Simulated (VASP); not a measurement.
# Ir (Pmma) in VASP: single point with PBE+D3(BJ)

Aim: the single point of Ir with PBE+D3(BJ).

Everything below comes from runs of VASP 6.6.1. Logs are shortened: lines on timing, memory, paths and dates and some standing lists are left out, and cuts for length are marked.

### 1 The cell of the first run

The structure is orthorhombic, space group Pmma (No. 51). The conventional cell has a = 12.238 Å, b = 2.233 Å, c = 7.193 Å, α = 90.00°, β = 90.00°, γ = 90.00°. Within 3.0 Å of Ir (site symmetry mm2) lie 2 Ir at 2.23 Å.

### 2 Single point, PBE+D3(BJ), collinear spin

Input file INCAR:

```
SYSTEM = Ir
ALGO = Normal
EDIFF = 1E-6
ENCUT = 500
GGA = PE
GGA_COMPAT = .FALSE.
ISIF = 2
ISMEAR = 0
ISPIN = 2
IVDW = 12
LASPH = .TRUE.
LCHARG = .FALSE.
LMAXMIX = 4
LORBIT = 11
LREAL = .FALSE.
LWAVE = .FALSE.
MAGMOM = 1 1
NBANDS = 20
NELM = 200
PREC = Accurate
SIGMA = 0.1
```

Input file KPOINTS:

```
k-points
0
G
  2 8 4
  0 0 0
```

Input file POSCAR:

```
Ir
1.0
   12.2384552500      0.0000000000      0.0000000000
    0.0000000000      2.2334312600      0.0000000000
    0.0000000000      0.0000000000      7.1930008000
Ir
2
Direct
    0.2500000000      0.0000000000      0.1639884000
    0.7500000000      0.0000000000      0.8360116000
```

Potentials or basis: VASP PAW PBE potentials, release 64 (Ir).

Started as:

```
cat potpaw_PBE.64/Ir/POTCAR > POTCAR
mpirun -np 1 vasp_std > vasp.out
```

OUTCAR:

```text
SYSTEM = Ir
   EDIFF = 1E-6
   ENCUT = 500
   GGA = PE
   ISIF = 2
   ISMEAR = 0
   ISPIN = 2
   IVDW = 12
   LASPH = .TRUE.
   LORBIT = 11
   LREAL = .FALSE.
   NELM = 200
   PREC = Accurate
 IVDW          = 12

 ion  position               nearest neighbor table
   1  0.250  0.000  0.164-
   2  0.750  0.000  0.836-

  LATTYP: Found a simple orthorhombic cell.
 ALAT       =     2.2334312600
 B/A-ratio  =     3.2206054105
 C/A-ratio  =     5.4796650648

  Lattice vectors:

 A1 = (   0.0000000000,   2.2334312600,   0.0000000000)
 A2 = (   0.0000000000,   0.0000000000,   7.1930008000)
 A3 = (  12.2384552500,   0.0000000000,   0.0000000000)

Analysis of symmetry for initial positions (statically):
=====================================================================
 Subroutine PRICEL returns:
 Original cell was already a primitive cell.

 Routine SETGRP: Setting up the symmetry group for a
 simple orthorhombic supercell.

 Subroutine GETGRP returns: Found  8 space group operations
 (whereof  4 operations were pure point group operations)
 out of a pool of  8 trial point group operations.

The static configuration has the point symmetry C_2h.
 The point group associated with its full space group is D_2h.

Analysis of symmetry for dynamics (positions and initial velocities):
=====================================================================
 Subroutine PRICEL returns:
 Original cell was already a primitive cell.

 Routine SETGRP: Setting up the symmetry group for a
 simple orthorhombic supercell.

 Subroutine GETGRP returns: Found  8 space group operations
 (whereof  4 operations were pure point group operations)
 out of a pool of  8 trial point group operations.

The dynamic configuration has the point symmetry C_2h.
 The point group associated with its full space group is D_2h.

Analysis of structural, dynamic, and magnetic symmetry:
=====================================================================
 Subroutine PRICEL returns:
 Original cell was already a primitive cell.

 Routine SETGRP: Setting up the symmetry group for a
 simple orthorhombic supercell.

 Subroutine GETGRP returns: Found  8 space group operations
 (whereof  4 operations were pure point group operations)
 out of a pool of  8 trial point group operations.

The overall configuration has the point symmetry C_2h.
 The point group associated with its full space group is D_2h.

 Subroutine INISYM returns: Found  8 space group operations
 (whereof  4 operations are pure point group operations),
 and found     1 'primitive' translations

----------------------------------------------------------------------------------------

                                     Primitive cell

  volume of cell :     196.6117

  direct lattice vectors                    reciprocal lattice vectors
    12.238455250  0.000000000  0.000000000     0.081709659  0.000000000  0.000000000
     0.000000000  2.233431260  0.000000000     0.000000000  0.447741562  0.000000000
     0.000000000  0.000000000  7.193000800     0.000000000  0.000000000  0.139024036

  length of vectors
    12.238455250  2.233431260  7.193000800     0.081709659  0.447741562  0.139024036

  position of ions in fractional coordinates (direct lattice)
     0.250000000  0.000000000  0.163988400
     0.750000000  0.000000000  0.836011600

  ion indices of the primitive-cell ions
   primitive index   ion index
                 1           1
                 2           2

----------------------------------------------------------------------------------------

 KPOINTS: k-points

Automatic generation of k-mesh.
 Grid dimensions read from file:
 generate k-points for:    2    8    4

 Generating k-lattice:

  Cartesian coordinates                     Fractional coordinates (reciprocal lattice)
     0.040854829  0.000000000  0.000000000     0.500000000  0.000000000  0.000000000
     0.000000000  0.055967695  0.000000000     0.000000000  0.125000000  0.000000000
     0.000000000  0.000000000  0.034756009     0.000000000  0.000000000  0.250000000

  Length of vectors
     0.040854829  0.055967695  0.034756009

  Shift w.r.t. Gamma in fractional coordinates (k-lattice)
     0.000000000  0.000000000  0.000000000

 Subroutine IBZKPT returns following result:
 ===========================================

 Found     30 irreducible k-points:

 Following reciprocal coordinates:
            Coordinates               Weight
  0.000000  0.000000  0.000000      1.000000
  0.500000  0.000000  0.000000      1.000000
  0.000000  0.125000  0.000000      2.000000
  0.500000  0.125000  0.000000      2.000000
  0.000000  0.250000  0.000000      2.000000
  0.500000  0.250000  0.000000      2.000000
[... 16 lines left out ...]
  0.000000  0.125000  0.500000      2.000000
  0.500000  0.125000  0.500000      2.000000
 [... further k-points ...]
   k-points           NKPTS =     30   k-points in BZ     NKDIM =     30   number of bands    NBANDS=     20
   number of dos      NEDOS =    301   number of ions     NIONS =      2
   total plane-waves  NPLWV =  77760
   dimension x,y,z NGX =    90 NGY =   16 NGZ =   54
   dimension x,y,z NGXF=   180 NGYF=   32 NGZF=  108
   ions per type =               2
   NGX,Y,Z   is equivalent  to a cutoff of  12.23, 11.91, 12.48 a.u.
   NGXF,Y,Z  is equivalent  to a cutoff of  24.45, 23.82, 24.96 a.u.
 SYSTEM =  Ir
   PREC   = accura    normal or accurate (medium, high low for compatibility)
   ISTART =      0    job   : 0-new  1-cont  2-samecut
   ICHARG =      2    charge: 1-file 2-atom 10-const
   ISPIN  =      2    spin polarized calculation?
   LNONCOLLINEAR =      F non collinear calculations
   LSORBIT =      F    spin-orbit coupling
   LASPH  =      T    aspherical Exc in radial PAW
   ENCUT  =  500.0 eV  36.75 Ry    6.06 a.u.  22.31  4.07 13.11*2*pi/ulx,y,z
   NELM   =    200;   NELMIN=  2; NELMDL= -5     # of ELM steps
   EDIFF  = 0.1E-05   stopping-criterion for ELM
   LREAL  =      F    real-space projection
   EDIFFG = 0.1E-04   stopping-criterion for IOM
   NSW    =      0    number of steps for IOM
   IBRION =     -1    ionic relax: 0-MD 1-quasi-New 2-CG
   NFREE  =      0    steps in history (QN), initial steepest desc. (CG)
   ISIF   =      2    stress and relaxation
   ISYM   =      2    0-nonsym 1-usesym 2-fastsym
   POTIM  = 0.5000    time-step for ionic-motion
   TEBEG  =    0.0;   TEEND  =   0.0 temperature during run
   PSTRESS=    0.0 pullay stress
   NELECT =      18.0000    total number of electrons
   NUPDOWN=      -1.0000    fix difference up-down
   EMIN   =  10.00;   EMAX   =-10.00  energy-range for DOS
   EFERMI =   0.00;   METHOD = LEGACY
   ISMEAR =     0;   SIGMA  =   0.10  broadening in eV -4-tet -1-fermi 0-gaus
   EFERMI_NEDOS =   21; number of points for ismear=-14 and -15
   IALGO  =     38    algorithm
   IMIX   =      4    mixing-type and parameters
     AMIX     =   0.40;   BMIX     =  1.00
     AMIX_MAG =   1.60;   BMIX_MAG =  1.00
  volume/ion in A,a.u.               =      98.31       663.40
  Fermi-wavevector in a.u.,A,eV,Ry     =   0.737841  1.394317  7.407131  0.544409
  Thomas-Fermi vector in A             =   1.831619
   LORBIT       =     11    0 simple, 1 ext, 2 COOP (PROOUT), +10 PAW based schemes
   GGA     = PE    functional components
   LHFCALC =     F    Hartree Fock is set to
   AEXX    =    0.0000 exact exchange contribution
   IVDW    =    12    specifies the selected vdW correction
   LEPSILON=     F    determine dielectric tensor
   LRPA    =     F    only Hartree local field effects (RPA)
 spin polarized calculation
 Gauss-broadening in eV      SIGMA  =   0.10
  energy-cutoff  :      500.00
  volume of cell :      196.61
 maximum number of plane-waves:      5040
 NGX is ok and might be reduce to    90
   NGX = 45   NGY =  9   NGZ = 27

 number of electron      18.0000000 magnetization       2.9440440

 Free energy of the ion-electron system (eV)
  ---------------------------------------------------
  ext. energy  EPLUGINS =         0.00000000
  ---------------------------------------------------
  free energy    TOTEN  =        -9.91640927 eV

  energy without entropy =       -9.90727220  energy(sigma->0) =       -9.91184074

 E-fermi :  -3.5288     XC(G=0):  -4.2310

 val. band max:       -3.6533149393   @ k =   0.0000   0.1250   0.0000
 cond. band min:      -3.3952444193   @ k =   0.5000   0.3750   0.0000
 fundamental gap:      0.2580705200
 Fermi energy:        -3.5287620368

 spin component 1

 k-point     1 :       0.0000    0.0000    0.0000
  band No.  band energies     occupation
      1     -11.3185      1.00000
      2     -11.3182      1.00000
      3      -6.1677      1.00000
      4      -6.1140      1.00000
      5      -5.8303      1.00000
      6      -5.8273      1.00000
[... 12 lines left out ...]
     19       3.5827      0.00000
     20       3.8377      0.00000

 k-point     2 :       0.5000    0.0000    0.0000
  band No.  band energies     occupation
      1     -11.3183      1.00000
      2     -11.3183      1.00000
      3      -6.1411      1.00000
      4      -6.1411      1.00000
      5      -5.8311      1.00000
      6      -5.8311      1.00000
[... 12 lines left out ...]
     19       3.4680      0.00000
     20       3.4680      0.00000
[... 465 lines left out ...]
      3      -5.7702      1.00000
      4      -5.7318      1.00000
      5      -5.6154      1.00000
      6      -5.6144      1.00000
[... 12 lines left out ...]
     19       3.9828      0.00000
     20       4.4679      0.00000

 k-point    24 :       0.5000    0.1250    0.5000
  band No.  band energies     occupation
      1      -9.8917      1.00000
      2      -9.8917      1.00000
      3      -5.7514      1.00000
      4      -5.7514      1.00000
      5      -5.6171      1.00000
      6      -5.6171      1.00000
[... 12 lines left out ...]
     19       4.7759      0.00000
     20       4.7759      0.00000

 [... further k-points ...]

 spin component 2

 k-point     1 :       0.0000    0.0000    0.0000
  band No.  band energies     occupation
      1     -10.8790      1.00000
      2     -10.8785      1.00000
      3      -5.4808      1.00000
      4      -5.4140      1.00000
      5      -4.8480      1.00000
      6      -4.8437      1.00000
[... 12 lines left out ...]
     19       3.7127      0.00000
     20       3.9912      0.00000

 k-point     2 :       0.5000    0.0000    0.0000
  band No.  band energies     occupation
      1     -10.8788      1.00000
      2     -10.8788      1.00000
      3      -5.4480      1.00000
      4      -5.4480      1.00000
      5      -4.8491      1.00000
      6      -4.8491      1.00000
[... 12 lines left out ...]
     19       3.6085      0.00000
     20       3.6085      0.00000
[... 465 lines left out ...]
      3      -5.0716      1.00000
      4      -5.0257      1.00000
      5      -4.6210      1.00000
      6      -4.6201      1.00000
[... 12 lines left out ...]
     19       4.1882      0.00000
     20       4.6500      0.00000

 k-point    24 :       0.5000    0.1250    0.5000
  band No.  band energies     occupation
      1      -9.4428      1.00000
      2      -9.4428      1.00000
      3      -5.0490      1.00000
      4      -5.0490      1.00000
      5      -4.6241      1.00000
      6      -4.6241      1.00000
[... 12 lines left out ...]
     19       5.0279      0.00000
     20       5.0279      0.00000

 [... further k-points ...]

------------------------ aborting loop because EDIFF is reached ----------------------------------------

 Edisp (eV)   -0.20104

 E8    (eV) :    -0.0896

  FORCE on cell =-STRESS in cart. coord.  units (eV):
  Direction    XX          YY          ZZ          XY          YZ          ZX
  --------------------------------------------------------------------------------------
  -------------------------------------------------------------------------------------
  Total      -0.21011     8.10504    -0.17578     0.00000     0.00000     0.00000
  in kB      -1.71216    66.04753    -1.43240     0.00000     0.00000     0.00000
  external pressure =       20.97 kB  Pullay stress =        0.00 kB

 VOLUME and BASIS-vectors are now :
 -----------------------------------------------------------------------------
  energy-cutoff  :      500.00
  volume of cell :      196.61
      direct lattice vectors                 reciprocal lattice vectors
    12.238455250  0.000000000  0.000000000     0.081709659  0.000000000  0.000000000
     0.000000000  2.233431260  0.000000000     0.000000000  0.447741562  0.000000000
     0.000000000  0.000000000  7.193000800     0.000000000  0.000000000  0.139024036

 POSITION                                       TOTAL-FORCE (eV/Angst)
 -----------------------------------------------------------------------------------
      3.05961      0.00000      1.17957        -0.000000      0.000000     -0.004438
      9.17884      0.00000      6.01343         0.000000      0.000000      0.004438
 -----------------------------------------------------------------------------------
    total drift:                                0.000000      0.000000     -0.000000

  FREE ENERGIE OF THE ION-ELECTRON SYSTEM (eV)
  ---------------------------------------------------
  free  energy   TOTEN  =       -10.1174518744 eV

  energy  without entropy=      -10.1083148085  energy(sigma->0) =      -10.11288334

 total charge

# of ion       s       p       d       tot
------------------------------------------
    1        0.843   0.322   6.994   8.159
    2        0.843   0.322   6.994   8.159
--------------------------------------------------
tot          1.687   0.644  13.988  16.318

 magnetization (x)

# of ion       s       p       d       tot
------------------------------------------
    1        0.066   0.041   1.220   1.327
    2        0.066   0.041   1.220   1.327
--------------------------------------------------
tot          0.131   0.082   2.440   2.654
```

It took 5.4 min on 1 thread of Oxide Virtual Turin-like, shared host; peak memory 0.38 GiB.

What came out:

| Quantity | Value |
| --- | --- |
| Free energy | -10.1175 eV |
| Pressure | 2.1 GPa |
| Largest force | 0.004 eV/Å |
| Net moment | 2.94 μB per cell |
| Site moments | Ir +1.33 μB |
| Valence electrons inside the program's atomic spheres | Ir 8.16 |
| Dispersion energy per atom | -0.101 eV |

Forces on the atoms (eV/Å):
```
Ir   0.000  0.000 -0.004
Ir   0.000  0.000  0.004
```

Caveat: the stress differs along the axes, from -0 to 7 GPa; spin-orbit coupling is left out, which moves the levels of the heavy elements.
